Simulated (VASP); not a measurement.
The system is CsBa.

```xyz
2
Lattice="4.0488 0.0000 0.0000 0.0000 4.0488 0.0000 0.0000 0.0000 5.3068" Properties=species:S:1:pos:R:3 pbc="T T T"
Cs    2.0244    2.0244    2.6534
Ba    0.0000    0.0000    0.0000
```

| Property | Result |
| --- | --- |
| Program | VASP 6.6.1 |
| Task | relaxation of cell and atoms |
| Functional | PBE |
| Potentials or basis | VASP PAW PBE potentials, release 64 (Cs_sv, Ba_sv) |
| Cutoff | 600 eV |
| k mesh | 4 × 4 × 4 |
| Occupations | gaussian, width 0.1 eV |
| Spin | no spin polarisation |

At the start: pressure 5.6 GPa; volume 43.50 Å³/atom.

Problem. Where does the relaxation end?

Solution. Over 9 steps the energy falls by 500.9 meV/atom and the volume is 82.61 Å³/atom (+89.9 %); space group P4/mmm (No. 123, to 0.1 Å) before and after.

Step by step:
| step | energy change (eV) | largest force (eV/Å) | pressure (GPa) | volume (Å³) |
| --- | --- | --- | --- | --- |
| 1 | 0.0000 | 0.0000 | 5.63 | 86.99 |
| 2 | -0.5230 | 0.0000 | 2.91 | 107.70 |
| 3 | -0.9615 | 0.0000 | 0.53 | 151.95 |
| 4 | -0.9884 | 0.0000 | -0.03 | 170.09 |
| 5 | -0.9884 | 0.0000 | 0.02 | 168.06 |
| 6 | -0.9895 | 0.0000 | 0.02 | 168.00 |
| 7 | -0.9926 | 0.0000 | 0.02 | 167.77 |
| 8 | -0.9977 | 0.0000 | 0.03 | 167.14 |
| 9 | -1.0017 | 0.0000 | 0.05 | 165.22 |

Final structure:
```
Cs Ba
1.0
     4.70122    0.00000    0.00000
     0.00000    4.70122    0.00000
     0.00000    0.00000    7.47539
Cs Ba
1 1
Cartesian
  2.3506 2.3506 3.7377
  0.0000 0.0000 0.0000
```

Caveat: the k points lie up to 0.33 Å⁻¹ apart in the final cell, too coarse for converged energies and pressures of a metal; the volume moved by over 15 % at a fixed basis, so the end points are rough.
